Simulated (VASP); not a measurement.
Here is a VASP 6.6.1 calculation.

The input POSCAR:

```
Y
1.0
    0.0000000000      2.6202345708      2.6202345708
    2.6202345708      0.0000000000      2.6202345708
    2.6202345708      2.6202345708      0.0000000000
Y
1
Direct
    0.0000000000      0.0000000000      0.0000000000
```

File INCAR.step1:

```
SYSTEM = Y
PREC = Accurate ; ENCUT = 520
ISMEAR = -1 ; SIGMA = 0.1
LREAL = .False. ; LASPH = .True.
NELM = 60 ; NBANDS = 12
GGA = PE ; ALGO = Normal
EDIFF = 1E-4 ; LWAVE = .True.
LCHARG = .False.
```

The input INCAR.step2:

```
SYSTEM = Y
PREC = Accurate ; ENCUT = 520
EDIFF = 1E-6 ; ISMEAR = -1
SIGMA = 0.1 ; LREAL = .False.
LASPH = .True. ; NELM = 60
ALGO = Normal ; ISIF = 2
LWAVE = .False. ; LCHARG = .False.
METAGGA = R2SCAN ; LMIXTAU = .True.
NBANDS = 12 ; ISTART = 1
```

KPOINTS

```
regular mesh
0
Gamma
  12 12 12
  0 0 0
```

Potentials or basis: VASP PAW PBE potentials, release 64 (Y_sv).

The run is started by

```bash
$ cat potpaw_PBE.64/Y_sv/POTCAR > POTCAR
$ cp INCAR.step1 INCAR
$ mpirun -np 1 vasp_std > vasp.out
$ cp INCAR.step2 INCAR
$ mpirun -np 1 vasp_std > vasp.out
```

**Question.** Predict the pressure.

**Answer.** -2.4 GPa.

Caveat: the PAW data sets were made with another functional, which shifts forces and pressure a little.
